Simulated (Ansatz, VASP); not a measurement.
## HfN in VASP and in Ansatz

INCAR

```
PREC = Accurate
ENCUT = 520
EDIFF = 1E-6
ISMEAR = 0
SIGMA = 0.15
LREAL = F
LASPH = T
NELM = 80
ALGO = Normal
ISIF = 2
LWAVE = F
LCHARG = F
GGA = PE
NBANDS = 14
```

The input KPOINTS:

```
regular mesh
0
Gamma
  22 22 22
```

File POSCAR:

```
HfN
1.0
    0.0000000000      2.1602017307      2.3307439726
    2.1602017307      0.0000000000      2.3307439726
    2.1602017307      2.1602017307      0.0000000000
Hf N
1 1
Direct
    0.0000000000      0.0000000000      0.0000000000
    0.5000000000      0.5000000000      0.5000000000
```

Input for Ansatz:

```yaml
crystal:
  lattice:
    - [0.0, 2.1602017307, 2.3307439726]
    - [2.1602017307, 0.0, 2.3307439726]
    - [2.1602017307, 2.1602017307, 0.0]
  atoms:
    - { symbol: Hf, position: [0.0, 0.0, 0.0] }
    - { symbol: "N", position: [0.5, 0.5, 0.5] }
basis:
  ecutwfc: 420
kpoints:
  mp_grid: { grid: [22, 22, 22] }
hamiltonian:
  xc: pbe
scf:
  occupations: { method: gaussian, width: 0.15 }
output:
  forces: true
  stress: true
  eigenvalues: true
```

Change from the starting cell: strain -0.050 along x and y, +0.025 along z, atoms carried along.

Alike in both runs: task single point; functional PBE; k mesh 22 × 22 × 22; occupations gaussian, width 0.15 eV; no spin polarisation.

|  | VASP | Ansatz |
| --- | --- | --- |
| version | VASP 6.6.1 | Ansatz 0.2.0 |
| potentials or method | VASP PAW PBE potentials, release 64 (Hf_pv, N), cutoff 520 eV | scalar-relativistic, plane waves, PAW |
| valence electrons in the cell | 15 | 31 |

VASP gave:

| Property | Result |
| --- | --- |
| gap on the k mesh at the Fermi level (eV) | none |
| pressure (GPa) | 25.9 |
| traceless stress, the component that is largest in VASP (GPa) | -30.62 |

**Question.** Which values does Ansatz return?

**Answer.** gap on the k mesh at the Fermi level (eV): none; pressure (GPa): 28.4; traceless stress, the component that is largest in VASP (GPa): -30.80.

A gap of «none» marks a metal or a gap that the smearing closes. VASP's potentials hold 15 valence electrons a cell and Ansatz's 31, so a difference there can come from the potentials and not from the codes.

Neither program's run includes spin-orbit coupling.
